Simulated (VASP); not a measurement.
# Rh (Fm-3m) in VASP: further runs, part 2 of 2

VASP 6.6.1. Earlier steps stand in the parts before.

### Step 3. Single point, PBE, non-collinear spin, zero start, spin-orbit coupling

INCAR

```
SYSTEM = Rh
PREC = Accurate
ENCUT = 520
EDIFF = 1E-6
ISMEAR = -1
SIGMA = 0.15
LREAL = .False.
LASPH = .True.
NELM = 150
ALGO = Normal
ISIF = 2
LWAVE = .False.
LCHARG = .False.
MAGMOM = 0 0 0
LORBIT = 11
LSORBIT = .True.
GGA_COMPAT = .False.
LORBMOM = .True.
LMAXMIX = 4
GGA = PE
NBANDS = 26
```

KPOINTS

```
Automatic mesh
0
Gamma
  4 4 4
  0 0 0
```

POSCAR

```
Rh
1.0
    0.0000000000      1.9129000000      1.9129000000
    1.9129000000      0.0000000000      1.9129000000
    1.9129000000      1.9129000000      0.0000000000
Rh
1
Direct
    0.0000000000      0.0000000000      0.0000000000
```

Potentials or basis: VASP PAW PBE potentials, release 64 (Rh_pv).

The run is started by

```sh
> cat potpaw_PBE.64/Rh_pv/POTCAR > POTCAR
> mpirun -np 1 vasp_ncl > vasp.out
```

OUTCAR:

```text
SYSTEM = Rh
   PREC = Accurate
   ENCUT = 520
   EDIFF = 1E-6
   ISMEAR = -1
   LREAL = .False.
   LASPH = .True.
   NELM = 150
   ISIF = 2
   LORBIT = 11
   LSORBIT = .True.
   GGA = PE

 ion  position               nearest neighbor table
   1  0.000  0.000  0.000-

  LATTYP: Found a face centered cubic cell.
 ALAT       =     3.8258000000

  Lattice vectors:

 A1 = (   0.0000000000,   1.9129000000,   1.9129000000)
 A2 = (   1.9129000000,   0.0000000000,   1.9129000000)
 A3 = (   1.9129000000,   1.9129000000,   0.0000000000)

Analysis of symmetry for initial positions (statically):
=====================================================================
 Subroutine PRICEL returns:
 Original cell was already a primitive cell.

 Routine SETGRP: Setting up the symmetry group for a
 face centered cubic supercell.

 Subroutine GETGRP returns: Found 48 space group operations
 (whereof 48 operations were pure point group operations)
 out of a pool of 48 trial point group operations.

The static configuration has the point symmetry O_h .

Analysis of symmetry for dynamics (positions and initial velocities):
=====================================================================
 Subroutine PRICEL returns:
 Original cell was already a primitive cell.

 Routine SETGRP: Setting up the symmetry group for a
 face centered cubic supercell.

 Subroutine GETGRP returns: Found 48 space group operations
 (whereof 48 operations were pure point group operations)
 out of a pool of 48 trial point group operations.

The dynamic configuration has the point symmetry O_h .

Analysis of structural, dynamic, and magnetic symmetry:
=====================================================================
 Subroutine PRICEL returns:
 Original cell was already a primitive cell.

 Routine SETGRP: Setting up the symmetry group for a
 face centered cubic supercell.

 Subroutine GETGRP returns: Found 48 space group operations
 (whereof 48 operations were pure point group operations)
 out of a pool of 48 trial point group operations.

The overall configuration has the point symmetry O_h .

 Subroutine INISYM returns: Found 48 space group operations
 (whereof 48 operations are pure point group operations),
 and found     1 'primitive' translations

----------------------------------------------------------------------------------------

                                     Primitive cell

  volume of cell :      13.9993

  direct lattice vectors                    reciprocal lattice vectors
     0.000000000  1.912900000  1.912900000    -0.261383240  0.261383240  0.261383240
     1.912900000  0.000000000  1.912900000     0.261383240 -0.261383240  0.261383240
     1.912900000  1.912900000  0.000000000     0.261383240  0.261383240 -0.261383240

  length of vectors
     2.705249123  2.705249123  2.705249123     0.452729052  0.452729052  0.452729052

  position of ions in fractional coordinates (direct lattice)
     0.000000000  0.000000000  0.000000000

  ion indices of the primitive-cell ions
[... 79 lines left out ...]
  Fermi-wavevector in a.u.,A,eV,Ry     =   1.675212  3.165691 38.182487  2.806334
  Thomas-Fermi vector in A             =   2.759871
   LORBIT       =     11    0 simple, 1 ext, 2 COOP (PROOUT), +10 PAW based schemes
   GGA     = PE    functional components
   LHFCALC =     F    Hartree Fock is set to
   AEXX    =    0.0000 exact exchange contribution
   IVDW    =     0    specifies the selected vdW correction
   LEPSILON=     F    determine dielectric tensor
   LRPA    =     F    only Hartree local field effects (RPA)
  energy-cutoff  :      520.00
  volume of cell :       14.00
 maximum number of plane-waves:       776
   NGX =  9   NGY =  9   NGZ =  9

 number of electron      15.0000000 magnetization       0.0000000      0.0000000      0.0000000

 number of electron      15.0000004 magnetization       0.0000000      0.0000000     -0.0000000

 number of electron      15.0000004 magnetization      -0.0000000     -0.0000000      0.0000000

 Free energy of the ion-electron system (eV)
  ---------------------------------------------------
  ext. energy  EPLUGINS =         0.00000000
  ---------------------------------------------------
  free energy    TOTEN  =        -7.84212104 eV

  energy without entropy =       -7.80979313  energy(sigma->0) =       -7.82595708

 E-fermi :  11.6654     XC(G=0): -13.8999

 val. band max:       11.3765065650   @ k =   0.2500   0.2500   0.0000
 cond. band min:      12.0977298131   @ k =   0.5000   0.0000   0.0000
 fundamental gap:      0.7212232481
 Fermi energy:        11.6653735772

 k-point     1 :       0.0000    0.0000    0.0000
  band No.  band energies     occupation
      1     -37.2947      1.00000
      2     -37.2947      1.00000
      3     -33.4457      1.00000
      4     -33.4457      1.00000
      5     -33.4457      1.00000
      6     -33.4457      1.00000
[... 221 lines left out ...]
     25      32.2555      0.00000
     26      32.2555      0.00000

------------------------ aborting loop because EDIFF is reached ----------------------------------------

  FORCE on cell =-STRESS in cart. coord.  units (eV):
  Direction    XX          YY          ZZ          XY          YZ          ZX
  --------------------------------------------------------------------------------------
  -------------------------------------------------------------------------------------
  Total       -0.4396487     -0.4396487     -0.4396487     -0.0000000     -0.0000000      0.0000000
  in kB      -50.3163992    -50.3163992    -50.3163992     -0.0000000     -0.0000000      0.0000000
  external PRESSURE =     -50.3163992 kB  Pullay stress =       0.0000000 kB

 VOLUME and BASIS-vectors are now :
 -----------------------------------------------------------------------------
  energy-cutoff  :      520.00
  volume of cell :       14.00
      direct lattice vectors                 reciprocal lattice vectors
     0.000000000  1.912900000  1.912900000    -0.261383240  0.261383240  0.261383240
     1.912900000  0.000000000  1.912900000     0.261383240 -0.261383240  0.261383240
     1.912900000  1.912900000  0.000000000     0.261383240  0.261383240 -0.261383240

 POSITION                                       TOTAL-FORCE (eV/Angst)
 -----------------------------------------------------------------------------------
      0.00000      0.00000      0.00000         0.000000      0.000000      0.000000
 -----------------------------------------------------------------------------------
    total drift:                                0.000000      0.000000      0.000000

  FREE ENERGIE OF THE ION-ELECTRON SYSTEM (eV)
  ---------------------------------------------------
  free  energy   TOTEN  =        -7.8421210352 eV

  energy  without entropy=       -7.8097931304  energy(sigma->0) =       -7.82595708

 orbital moment (x)

 # of ion     p       d       tot
 ----------------------------------------
  1         0.000  -0.000  -0.000
 ----------------------------------------
            0.000  -0.000  -0.000

 orbital moment (y)

 # of ion     p       d       tot
 ----------------------------------------
  1         0.000  -0.000  -0.000
 ----------------------------------------
            0.000  -0.000  -0.000

 orbital moment (z)

 # of ion     p       d       tot
 ----------------------------------------
  1         0.000   0.000   0.000
 ----------------------------------------
            0.000   0.000   0.000

 Spin-Orbit-Coupling matrix elements

 Ion:    1  E_soc:     -0.2955252
 l=   1
     0.0000000    -0.0412185    -0.0412185
    -0.0412185     0.0000000    -0.0412185
    -0.0412185    -0.0412185     0.0000000
 l=   2
     0.0000000    -0.0014917     0.0000000    -0.0014917    -0.0065439
    -0.0014917     0.0000000    -0.0049079    -0.0014917    -0.0016360
     0.0000000    -0.0049079     0.0000000    -0.0049079     0.0000000
    -0.0014917    -0.0014917    -0.0049079     0.0000000    -0.0016360
    -0.0065439    -0.0016360     0.0000000    -0.0016360     0.0000000
 l=   3
     0.0000000     0.0000000     0.0000000     0.0000000     0.0000000     0.0000000     0.0000000
     0.0000000     0.0000000     0.0000000     0.0000000     0.0000000     0.0000000     0.0000000
     0.0000000     0.0000000     0.0000000     0.0000000     0.0000000     0.0000000     0.0000000
     0.0000000     0.0000000     0.0000000     0.0000000     0.0000000     0.0000000     0.0000000
     0.0000000     0.0000000     0.0000000     0.0000000     0.0000000     0.0000000     0.0000000
     0.0000000     0.0000000     0.0000000     0.0000000     0.0000000     0.0000000     0.0000000
     0.0000000     0.0000000     0.0000000     0.0000000     0.0000000     0.0000000     0.0000000

 total charge

# of ion       s       p       d       tot
------------------------------------------
    1        0.415   6.259   7.103  13.777

 magnetization (x)

# of ion       s       p       d       tot
------------------------------------------
    1       -0.000   0.000   0.000  -0.000

 magnetization (y)

# of ion       s       p       d       tot
------------------------------------------
    1       -0.000   0.000   0.000  -0.000

 magnetization (z)

# of ion       s       p       d       tot
------------------------------------------
    1       -0.000   0.000  -0.000  -0.000
```

stdout:

```text
POSCAR found type information on POSCAR Rh
 POSCAR found :  1 types and       1 ions
 scaLAPACK will be used
 LDA part: xc-table for (Slater+PW92), standard interpolation
 POSCAR, INCAR and KPOINTS ok, starting setup
 FFT: planning ... GRIDC
 FFT: planning ... GRID_SOFT
 FFT: planning ... GRID
 WAVECAR not read
 entering main loop
```

Wall time 5.5 s (1 thread of Intel Xeon Platinum 8488C (Sapphire Rapids), shared host); peak memory 0.15 GiB.

What came out:

| Item | Value |
| --- | --- |
| Free energy | -7.8421 eV |
| Pressure | -5.0 GPa |
| Net moment | 0.00 μB per cell |
| Valence electrons inside the program's atomic spheres | Rh 13.78 |

Moments on the atoms (μB; x, y, z):
```
Rh  0.00 0.00 0.00
```

Caveat: the k points lie up to 0.71 Å⁻¹ apart.

### Step 4. Single point, PBE

INCAR

```
PREC = Accurate
ENCUT = 530
EDIFF = 1E-6
ISMEAR = -1
SIGMA = 0.15
LREAL = F
LASPH = T
NELM = 120
ALGO = Normal
ISIF = 2
LWAVE = F
LCHARG = F
GGA = PE
NBANDS = 14
GGA_COMPAT = F
```

KPOINTS

```
regular mesh
0
Gamma
  4 4 4
```

POSCAR is that of step 3.

Potentials or basis: VASP PAW PBE potentials, release 64 (Rh_sv_GW).

The run is started by

```sh
> cat potpaw_PBE.64/Rh_sv_GW/POTCAR > POTCAR
> mpirun -np 1 vasp_std > vasp.out
```

Run time: 4.9 s. Hardware: 1 thread of AMD EPYC 7R13 (Zen 3), shared host; peak memory 0.1 GiB.

It converged, with:

```
Free energy : -6.8441 eV
Pressure    : -8.2 GPa
```

Levels at points of the mesh, in eV from the Fermi level:
```csv
k point,band 5,band 6,band 7,band 8,band 9,band 10,band 11,band 12
"(0.00, 0.00, 0.00)",-7.91,-3.04,-3.04,-3.04,-1.01,-1.01,15.74,20.96
"(0.50, 0.00, 0.00)",-6.03,-3.12,-3.12,0.52,0.52,0.66,8.40,15.26
"(0.50, 0.50, 0.00)",-6.22,-5.84,0.48,0.93,0.93,3.16,11.97,13.08
```

Caveat: the k points lie up to 0.71 Å⁻¹ apart.

### Step 5. Single point, PBE, non-collinear spin, zero start, spin-orbit coupling

INCAR

```
SYSTEM = Rh
PREC = Accurate
ENCUT = 530
EDIFF = 1E-6
ISMEAR = -1
SIGMA = 0.15
LREAL = .False.
LASPH = .True.
NELM = 200
ALGO = Normal
ISIF = 2
LWAVE = .False.
LCHARG = .False.
MAGMOM = 0 0 0
LORBIT = 11
LSORBIT = .True.
GGA_COMPAT = .False.
LORBMOM = .True.
LMAXMIX = 4
GGA = PE
NBANDS = 28
```

KPOINTS

```
Automatic mesh
0
Gamma
  4 4 4
  0 0 0
```

POSCAR is that of step 4.

The run is started by

```sh
> cat potpaw_PBE.64/Rh_sv_GW/POTCAR > POTCAR
> mpirun -np 1 vasp_ncl > vasp.out
```

It took 14 s on 1 thread of Intel Xeon Platinum 8259CL at 2.50GHz (Skylake/Cascade Lake), shared host; peak memory 0.17 GiB.

It converged, with:

| Item | Value |
| --- | --- |
| Free energy | -7.1273 eV |
| Pressure | -8.1 GPa |
| Net moment | 0.00 μB per cell |
| Valence electrons inside the program's atomic spheres | Rh 14.95 |

Moments on the atoms (μB; x, y, z):
```
Rh  0.00 0.00 0.00
```

Caveat: the k points lie up to 0.71 Å⁻¹ apart.

### Step 6. Overview

```csv
potentials or basis,spin,cutoff (eV),second run,gap on the mesh (eV),pressure (GPa),moment (μB)
"VASP PAW PBE potentials, release 64 (Rh_pv)",off,520,-,none,-5.4,-
"VASP PAW PBE potentials, release 64 (Rh_pv)","non-collinear, zero start, SOC",520,-,-,-5.0,0.00
"VASP PAW PBE potentials, release 64 (Rh_sv_GW)",off,530,valence_matched,none,-8.2,-
"VASP PAW PBE potentials, release 64 (Rh_sv_GW)","non-collinear, zero start, SOC",530,valence_matched,-,-8.1,0.00
```

Alike in all rows: task single point; level PBE; cell as given; k mesh 4 × 4 × 4; smearing fermi-dirac 0.15 eV.

Caveats: all runs use coarse meshes.

Absolute energies hang on the potentials; compare differences alone.
